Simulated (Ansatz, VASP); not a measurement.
**One calculation of Au, two programs**

Contents of INCAR:

```
SYSTEM = Au
  ALGO = Normal
  EDIFF = 1E-7
  ENCUT = 520
  GGA = PE
  ISIF = 2
  ISMEAR = 0
  LASPH = .True.
  LCHARG = .False.
  LREAL = .False.
  LWAVE = .False.
  NBANDS = 18
  NELM = 60
  PREC = Accurate
  SIGMA = 0.05
```

File KPOINTS:

```
k-points
0
Gamma
  18 18 8
  0 0 0
```

POSCAR

```
Au
1.0
    2.9000000000      0.0000000000      0.0000000000
   -1.4500000000      2.5114736700      0.0000000000
    0.0000000000      0.0000000000      4.8800000000
Au
2
Direct
    0.3333333300      0.6666666700      0.7500000000
    0.6666666700      0.3333333300      0.2500000000
```

Input for Ansatz:

```yaml
crystal:
  lattice:
    - [2.9, 0.0, 0.0]
    - [-1.45, 2.51147367, 0.0]
    - [0.0, 0.0, 4.88]
  atoms:
    - { symbol: Au, position: [0.33333333, 0.66666667, 0.75] }
    - { symbol: Au, position: [0.66666667, 0.33333333, 0.25] }
basis:
  ecutwfc: 420
kpoints:
  mp_grid: { grid: [18, 18, 8] }
hamiltonian:
  xc: pbe
scf:
  occupations: { method: gaussian, width: 0.05 }
output:
  forces: true
  eigenvalues: true
  eigenstates:
    nscf_kmesh: { grid: [36, 36, 16] }
    top_band: c6
    de_dk: true
    localisation: false
  stress: true
checkpoint:
  write: ck
  compress: false
  write_wavefunctions: false
  write_every: 100000
```

Alike in both runs: task single point; functional PBE; k mesh 18 × 18 × 8; occupations gaussian, width 0.05 eV; no spin polarisation.

|  | VASP | Ansatz |
| --- | --- | --- |
| version | VASP 6.6.1 | Ansatz 0.2.0 |
| potentials or method | VASP PAW PBE potentials, release 64 (Au), cutoff 520 eV | scalar-relativistic, plane waves, PAW |
| valence electrons in the cell | 22 | 38 |

Ansatz gave:

| Item | Value |
| --- | --- |
| pressure (GPa) | 2.0 |
| traceless stress, the component that is largest in VASP (GPa) | -0.22 |

**Question.** Which values does VASP return?

**Answer.** Pressure (GPa): 1.8; traceless stress, the component that is largest in VASP (GPa): -0.23.

With one functional, cell and mesh, what is left measures potentials, basis and numerics. VASP's potentials hold 22 valence electrons a cell and Ansatz's 38, so a difference there can come from the potentials and not from the codes.

Spin-orbit coupling is off throughout.
